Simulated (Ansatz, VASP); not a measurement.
# One calculation of Se, two programs

```xyz
2
Lattice="3.7796 0.0000 0.0000 -1.8898 3.2732 0.0000 0.0000 0.0000 3.8419" Properties=species:S:1:pos:R:3 pbc="T T T"
Se    0.0000    2.1822    0.9605
Se    1.8898    1.0911    2.8814
```

Alike in both runs: task single point; functional BLYP; k mesh 11 × 11 × 9; occupations fermi-dirac, width 0.1 eV; no spin polarisation.

|  | VASP | Ansatz |
| --- | --- | --- |
| version | VASP 6.6.1 | Ansatz 0.2.0 |
| potentials or method | VASP PAW PBE potentials, release 64 (Se), cutoff 520 eV | plane waves (420 eV) with PAW, scalar-relativistic |
| valence electrons in the cell | 12 | 32 |

|  | VASP | Ansatz | Ansatz less VASP |
| --- | --- | --- | --- |
| pressure (GPa) | 2.4 | 2.2 | -0.17 |
| traceless stress, the component that is largest in VASP (GPa) | 0.19 | 0.13 | -0.060 |

VASP's potentials were made for PBE, not for BLYP. The functional is the same, so the differences come from potentials, cutoffs and numerics. VASP's potentials hold 12 valence electrons a cell and Ansatz's 32, so a difference there can come from the potentials and not from the codes.
